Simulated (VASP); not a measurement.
GaP:

```xyz
2
Lattice="0.0000 2.7254 2.7254 2.7254 0.0000 2.7254 2.7254 2.7254 0.0000" Properties=species:S:1:pos:R:3 pbc="T T T"
Ga    0.0000    0.0000    0.0000
P     1.3627    1.3627    1.3627
```

Base run:

| Quantity | Value |
| --- | --- |
| Program | VASP 6.6.1 |
| Functional | HF |
| Potentials or basis | VASP PAW PBE potentials, release 64 (Ga_d, P) |
| Cutoff | 520 eV |
| k mesh | 6 × 6 × 6 |
| Occupations | gaussian, width 0.01 eV |
| Spin | no spin polarisation |

Its results: band gap on the k mesh 7.67 eV, indirect (least direct gap 9.17 eV); pressure 5.1 GPa.

Problem. The run is repeated on the same cell with these changes: functional from HF to r2SCAN; k mesh from 6 × 6 × 6 to 8 × 8 × 8. What comes out?

Solution. Band gap on the k mesh 1.90 eV, indirect (least direct gap 2.34 eV); pressure 0.0 GPa.

Several settings changed at once, so the effect can't be laid on one alone.

Caveats: the PAW data sets were made with another functional, which shifts forces and pressure a little.

A k mesh can miss the band edges.
